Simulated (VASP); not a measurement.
A run of VASP 6.6.1 is set up as follows.

Contents of INCAR:

```
SYSTEM = VRu
ALGO     = Normal         ! electronic algorithm
EDIFF    = 1E-6           ! SCF threshold, eV
ENCUT    = 520            ! plane-wave cutoff, eV
ISIF     = 2              ! what is computed and relaxed
ISMEAR   = -1             ! smearing method
ISPIN    = 2              ! spin polarisation
LASPH    = .True.         ! aspherical terms in the spheres
LCHARG   = .False.        ! write CHGCAR
LMAXMIX  = 4              ! l up to which the mixer works
LORBIT   = 11             ! projections on sites
LREAL    = .False.        ! projectors in reciprocal space
LWAVE    = .False.        ! write WAVECAR
MAGMOM   = 2 2            ! initial moments
NBANDS   = 24             ! bands
NELM     = 150            ! most SCF steps
PREC     = Accurate       ! precision mode
SIGMA    = 0.05           ! smearing width, eV
```

KPOINTS

```
k-points
0
Gamma
  9 9 9
  0 0 0
```

Contents of POSCAR:

```
VRu
1.0
    2.9900000000      0.0000000000      0.0000000000
    0.0000000000      2.9900000000      0.0000000000
    0.0000000000      0.0000000000      2.9900000000
V Ru
1 1
Direct
    0.5000000000      0.5000000000      0.5000000000
    0.0000000000      0.0000000000      0.0000000000
```

Potentials or basis: VASP PAW LDA potentials, release 64 (V_sv, Ru_pv).

The run is started by

```sh
$ cat potpaw_LDA.64/V_sv/POTCAR potpaw_LDA.64/Ru_pv/POTCAR > POTCAR
$ mpirun -np 1 vasp_std > vasp.out
```

**Question.** What does it give for the pressure?

**Answer.** -10.4 GPa.

**Question.** Predict the net moment.

**Answer.** 0.00 μB per cell.

Caveat: the cell stands under tension; an empty level that is flat over the whole mesh can mark a ghost state of the potentials, or a narrow d or f band.
